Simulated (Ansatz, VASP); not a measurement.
## Two plane-wave programs on Pd

File INCAR:

```
SYSTEM = Pd
ALGO = Fast
EDIFF = 1E-6
ENCUT = 520
GGA = PE
ISIF = 2
ISMEAR = 0
LASPH = .True.
LCHARG = .False.
LREAL = .False.
LWAVE = .False.
NBANDS = 11
NELM = 80
PREC = Accurate
SIGMA = 0.15
```

KPOINTS

```
k-points
0
Gamma
  8 8 8
  0 0 0
```

File POSCAR:

```
Pd
1.0
    0.0000000000      2.0421450000      1.8476550000
    2.0421450000      0.0000000000      1.8476550000
    2.0421450000      2.0421450000      0.0000000000
Pd
1
Direct
    0.0000000000      0.0000000000      0.0000000000
```

Input for Ansatz:

```yaml
crystal:
  lattice:
    - [0.0, 2.042145, 1.847655]
    - [2.042145, 0.0, 1.847655]
    - [2.042145, 2.042145, 0.0]
  atoms:
    - { symbol: Pd, position: [0.0, 0.0, 0.0] }
basis:
  ecutwfc: 420
kpoints:
  mp_grid: { grid: [8, 8, 8] }
hamiltonian:
  xc: pbe
scf:
  occupations: { method: gaussian, width: 0.15 }
output:
  forces: true
  stress: true
  eigenvalues: true
```

Change from the starting cell: strain +0.050 along x and y, -0.050 along z, atoms carried along.

Alike in both runs: task single point; functional PBE; k mesh 8 × 8 × 8; occupations gaussian, width 0.15 eV; no spin polarisation.

|  | VASP | Ansatz |
| --- | --- | --- |
| version | VASP 6.6.1 | Ansatz 0.2.0 |
| potentials or method | VASP PAW PBE potentials, release 64 (Pd), cutoff 520 eV | scalar-relativistic, plane waves, PAW |
| valence electrons in the cell | 10 | 18 |

```csv
,VASP,Ansatz,Ansatz less VASP
gap on the k mesh at the Fermi level (eV),none,none,-
pressure (GPa),-0.2,0.1,+0.22
"traceless stress, the component that is largest in VASP (GPa)",1.81,1.82,+0.010
```

A gap of «none» marks a metal or a gap that the smearing closes. VASP's potentials hold 10 valence electrons a cell and Ansatz's 18, so a difference there can come from the potentials and not from the codes.
